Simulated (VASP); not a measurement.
A run of VASP 6.6.1 is set up as follows.

File INCAR:

```
ALGO     = Normal         # electronic algorithm
EDIFF    = 1E-7           # SCF threshold, eV
EDIFFG   = -0.04          # ionic threshold
ENCUT    = 500            # plane-wave cutoff, eV
GGA      = PE             # functional
GGA_COMPAT= False        
IBRION   = 2              # ionic algorithm
ISIF     = 3              # what is computed and relaxed
ISMEAR   = 0              # smearing method
LASPH    = True           # aspherical terms in the spheres
LCHARG   = False          # write CHGCAR
LREAL    = False          # projectors in reciprocal space
LWAVE    = False          # write WAVECAR
NELM     = 120            # most SCF steps
NELMIN   = 4            
NSW      = 90             # ionic steps
PREC     = Accurate       # precision mode
SIGMA    = 0.1            # smearing width, eV
```

The input KPOINTS:

```
k-points
0
Gamma
  4 4 2
```

Contents of POSCAR:

```
Ti3Si8Mo
1.0
    4.7284823600      0.0000000000      0.0000000000
    0.0000000000      4.7284823600      0.0000000000
    0.0000000000      0.0000000000      8.1559325400
Ti Si Mo
3 8 1
Direct
    0.0000000000      0.5000000000      0.0000000000
    0.5000000000      0.5000000000      0.5000000000
    0.5000000000      0.0000000000      0.0000000000
    0.0000000000      0.5000000000      0.6645706300
    0.0000000000      0.0000000000      0.1645706300
    0.5000000000      0.5000000000      0.1645706300
    0.5000000000      0.0000000000      0.6645706300
    0.0000000000      0.5000000000      0.3354293700
    0.0000000000      0.0000000000      0.8354293700
    0.5000000000      0.5000000000      0.8354293700
    0.5000000000      0.0000000000      0.3354293700
    0.0000000000      0.0000000000      0.5000000000
```

Potentials or basis: VASP PAW PBE potentials, release 64 (Ti_sv, Si, Mo_sv).

Launch:

```sh
$ cat potpaw_PBE.64/Ti_sv/POTCAR potpaw_PBE.64/Si/POTCAR potpaw_PBE.64/Mo_sv/POTCAR > POTCAR
$ mpirun -np 1 vasp_std > vasp.out
```

(1) Predict the relaxed cell.

(2) Estimate the space group after relaxing (to 0.1 Å).

(3) What does it give for the band gap on the k mesh?

(4) Predict the relaxed volume.

## Answers

(1) a = 4.539 Å, b = 4.539 Å, c = 8.220 Å, α = 90.00°, β = 90.00°, γ = 90.00°.

(2) P4/mmm (No. 123).

(3) zero (bands 41 and 42 overlap by 1.32 eV).

(4) 14.11 Å³/atom.

Caveat: the k points lie up to 0.38 Å⁻¹ apart in the final cell, too coarse for converged energies and pressures of a metal.
